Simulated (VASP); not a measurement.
Set up this calculation in VASP 6.6.1, as the native input.

```yaml
Task: single point
Functional: r2SCAN
Potentials_or_basis: VASP PAW PBE potentials, release 64 (Ni, O)
Cutoff: 520 eV
k_mesh: 10 × 10 × 10
Occupations: gaussian, width 0.05 eV
Spin: collinear spin, ferromagnetic start
Starting_moments: "[1.96, 0.17] μB"
Hubbard_terms: Ni d U = 6.2 eV
Dipole_correction: no
Further_INCAR_settings: ALGO = Normal; EDIFF = 1e-06; NBANDS = 19
```

The system is NiO.

```
CELL_PARAMETERS angstrom
0.00000 2.11201 2.11201
2.11201 0.00000 2.11201
2.11201 2.11201 0.00000
ATOMIC_POSITIONS crystal
Ni 0.94141 0.00000 0.00000
O 0.50000 0.50000 0.50000
```

This cell differs from its parent crystal: all Ni atoms moved +0.175 Å, as atom 1 towards its neighbour atom 1 (Ni) at 2.987 Å.

These files were run (other wordings do the same):

POSCAR

```
NiO
1.0
    0.0000000000      2.1120146539      2.1120146539
    2.1120146539      0.0000000000      2.1120146539
    2.1120146539      2.1120146539      0.0000000000
Ni O
1 1
Direct
   -0.0585903542      0.0000000000      0.0000000000
    0.5000000000      0.5000000000      0.5000000000
```

INCAR.step1

```
PREC     = Accurate       # precision mode
ENCUT    = 520            # plane-wave cutoff, eV
ISMEAR   = 0              # smearing method
SIGMA    = 0.05           # smearing width, eV
LREAL    = False          # projectors in reciprocal space
LASPH    = True           # aspherical terms in the spheres
NELM     = 150            # most SCF steps
ISPIN    = 2              # spin polarisation
MAGMOM   = 1.96 0.17      # initial moments
LMAXMIX  = 4              # l up to which the mixer works
LDAU     = True           # DFT+U
LDAUTYPE = 2            
LDAUL    = 2 -1           # shell
LDAUU    = 6.2 0          # U, eV
LDAUJ    = 0 0          
NBANDS   = 19             # bands
GGA      = PE             # functional
ALGO     = Normal         # electronic algorithm
EDIFF    = 1E-4           # SCF threshold, eV
LWAVE    = True           # write WAVECAR
LCHARG   = False          # write CHGCAR
```

INCAR.step2

```
PREC     = Accurate       # precision mode
ENCUT    = 520            # plane-wave cutoff, eV
EDIFF    = 1E-6           # SCF threshold, eV
ISMEAR   = 0              # smearing method
SIGMA    = 0.05           # smearing width, eV
LREAL    = False          # projectors in reciprocal space
LASPH    = True           # aspherical terms in the spheres
NELM     = 150            # most SCF steps
ALGO     = Normal         # electronic algorithm
ISIF     = 2              # what is computed and relaxed
LWAVE    = False          # write WAVECAR
LCHARG   = False          # write CHGCAR
ISPIN    = 2              # spin polarisation
MAGMOM   = 1.96 0.17      # initial moments
LORBIT   = 11             # projections on sites
LMAXMIX  = 4              # l up to which the mixer works
LDAU     = True           # DFT+U
LDAUTYPE = 2            
LDAUL    = 2 -1           # shell
LDAUU    = 6.2 0          # U, eV
LDAUJ    = 0 0          
LDAUPRINT= 1            
METAGGA  = R2SCAN         # meta-GGA
LMIXTAU  = True         
NBANDS   = 19             # bands
ISTART   = 1
```

KPOINTS

```
regular mesh
0
Gamma
  10 10 10
```

Potentials or basis: VASP PAW PBE potentials, release 64 (Ni, O).

The run is started by

```console
$ cat potpaw_PBE.64/Ni/POTCAR potpaw_PBE.64/O/POTCAR > POTCAR
$ cp INCAR.step1 INCAR
$ mpirun -np 1 vasp_std > vasp.out
$ cp INCAR.step2 INCAR
$ mpirun -np 1 vasp_std > vasp.out
```

Results of the run:

| Property | Result |
| --- | --- |
| Pressure | -5.6 GPa |
| Largest force | 0.943 eV/Å |
| Band gap on the k mesh | 3.15 eV (least direct gap 3.85 eV) |
| Net moment | 2.00 μB per cell |
| Site moments | Ni +1.88; O +0.13 μB |
| Valence electrons inside the program's atomic spheres | Ni 8.94; O 5.07 |

Caveat: the cell differs from its parent crystal (all Ni atoms moved +0.175 Å, as atom 1 towards its neighbour atom 1 (Ni) at 2.987 Å); the stress differs along the axes, from -9 to -4 GPa; the PAW data sets were made with another functional, which shifts forces and pressure a little; a cell with one magnetic atom can't hold antiferromagnetic order, which such compounds often take.

Wall time 8 min on 1 thread of Intel Xeon 8259CL, on a shared host, peak memory 0.23 GiB.
